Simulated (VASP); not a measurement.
The system is KCl.

```
CELL_PARAMETERS angstrom
4.91356 0.00000 0.00000
-2.45678 4.25527 0.00000
0.00000 0.00000 6.14162
ATOMIC_POSITIONS crystal
K 0.33333 0.66667 0.25000
K 0.66667 0.33333 0.75000
Cl 0.66667 0.33333 0.25000
Cl 0.33333 0.66667 0.75000
```

```yaml
Program: VASP 6.6.1
Task: relaxation of cell and atoms
Functional: PBE
Potentials_or_basis: VASP PAW PBE potentials, release 64 (K_sv, Cl)
Cutoff: 600 eV
k_mesh: 6 × 6 × 4
Occupations: fermi-dirac, width 0.02 eV
Spin: no spin polarisation
```

At the start: pressure 4.8 GPa; volume 32.10 Å³/atom.

**Question.** Where does the relaxation end?

**Answer.** Over 11 steps the energy falls by 103.9 meV/atom and the volume is 39.83 Å³/atom (+24.1 %); space group P6_3/mmc (No. 194, to 0.1 Å) before and after.

Step by step:
```csv
step,energy change (eV),largest force (eV/Å),pressure (GPa),volume (Å³)
1,0.0000,0.0000,4.78,128.41
2,-0.3616,0.0000,1.27,147.01
3,-0.4092,0.0000,0.30,155.82
4,-0.4138,0.0000,-0.01,159.38
5,-0.4139,0.0000,-0.07,160.04
6,-0.4150,0.0000,-0.03,159.72
7,-0.4158,0.0000,0.02,159.26
8,-0.4158,0.0000,0.02,159.18
9,-0.4158,0.0000,0.02,159.16
10,-0.4158,0.0000,0.02,159.14
11,-0.4158,0.0000,0.01,159.31
```

Final structure:
```xyz
4
Lattice="5.3943 0.0000 0.0000 -2.6971 4.6716 0.0000 0.0000 0.0000 6.3220" Properties=species:S:1:pos:R:3 pbc="T T T"
K     0.0000    3.1144    1.5805
K     2.6971    1.5572    4.7415
Cl    2.6971    1.5572    1.5805
Cl    0.0000    3.1144    4.7415
```

Caveat: the volume moved by over 15 % at a fixed basis, so the end points are rough.
